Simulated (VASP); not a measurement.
Set up this calculation in VASP 6.6.1, as the native input.

| Quantity | Value |
| --- | --- |
| Task | single point |
| Functional | PBE |
| Potentials or basis | VASP PAW PBE potentials, release 64 (Al, P) |
| Cutoff | 500 eV |
| k mesh | 1 × 1 × 1 |
| Occupations | gaussian, width 0.01 eV |
| Spin | no spin polarisation |
| Dipole correction | no |
| Further INCAR settings | LREAL = Auto; ALGO = Normal; EDIFF = 1e-06; NBANDS = 86 |

The structure of AlP lies in POSCAR:

```
AlP
1.0
   -5.5073398843      5.5073398843     -5.5073398843
    5.5073398843     -5.5073398843     -5.5073398843
   -5.5073398843     -5.5073398843      5.5073398843
Al P
16 16
Direct
    0.5000000000      0.2500000000      0.2500000000
    0.2500000000      0.2500000000      0.5000000000
    0.0000000000      0.2500000000      0.7500000000
    0.7500000000      0.0000000000      0.2500000000
    0.7500000000      0.2500000000      0.0000000000
    0.5000000000      0.0000000000      0.5000000000
    0.2500000000      0.0000000000      0.7500000000
    0.0000000000      0.7500000000      0.2500000000
    1.0000000000      1.0000000000      1.0000000000
    0.7500000000      0.7500000000      0.5000000000
    0.5000000000      0.7500000000      0.7500000000
    0.2500000000      0.5000000000      0.2500000000
    0.2500000000      0.7500000000      0.0000000000
    0.0000000000      0.5000000000      0.5000000000
    0.7500000000      0.5000000000      0.7500000000
    0.5000000000      0.5000000000      0.0000000000
    0.5000000000      0.0000000000      0.2500000000
    0.2500000000      0.0000000000      0.5000000000
    0.0000000000      0.0000000000      0.7500000000
    0.7500000000      0.7500000000      0.2500000000
    0.7500000000      0.0000000000      0.0000000000
    0.5000000000      0.7500000000      0.5000000000
    0.2500000000      0.7500000000      0.7500000000
    0.0000000000      0.5000000000      0.2500000000
    0.0000000000      0.7500000000      0.0000000000
    0.7500000000      0.5000000000      0.5000000000
    0.5000000000      0.5000000000      0.7500000000
    0.2500000000      0.2500000000      0.2500000000
    0.2500000000      0.5000000000      0.0000000000
    0.0000000000      0.2500000000      0.5000000000
    0.7500000000      0.2500000000      0.7500000000
    0.5000000000      0.2500000000      0.0000000000
```

The input as run:

INCAR

```
SYSTEM = AlP
PREC = Accurate ; ENCUT = 500
EDIFF = 1E-6 ; ISMEAR = 0
SIGMA = 0.01 ; LREAL = Auto
LASPH = .True. ; NELM = 120
ALGO = Normal ; ISIF = 2
LWAVE = .False. ; LCHARG = .False.
GGA = PE ; NBANDS = 86
GGA_COMPAT = .False.
```

KPOINTS

```
Automatic mesh
0
Gamma
  1 1 1
  0 0 0
```

Potentials or basis: VASP PAW PBE potentials, release 64 (Al, P).

Run with:

```sh
$ cat potpaw_PBE.64/Al/POTCAR potpaw_PBE.64/P/POTCAR > POTCAR
$ mpirun -np 1 vasp_gam > vasp.out
```

Results of the run:

```json
{
  "Pressure": "0.6 GPa",
  "Band gap on the k mesh": "1.60 eV"
}
```

Caveat: the k points lie up to 0.81 Å⁻¹ apart, too coarse for converged energies, forces and pressures; an odd mesh through Γ misses points on the zone boundary, where band edges can lie.

Run time: 57 s on 1 thread of Intel(R) Xeon(R) 6975P-C (Granite Rapids), with other jobs on the host, peak memory 0.61 GiB.
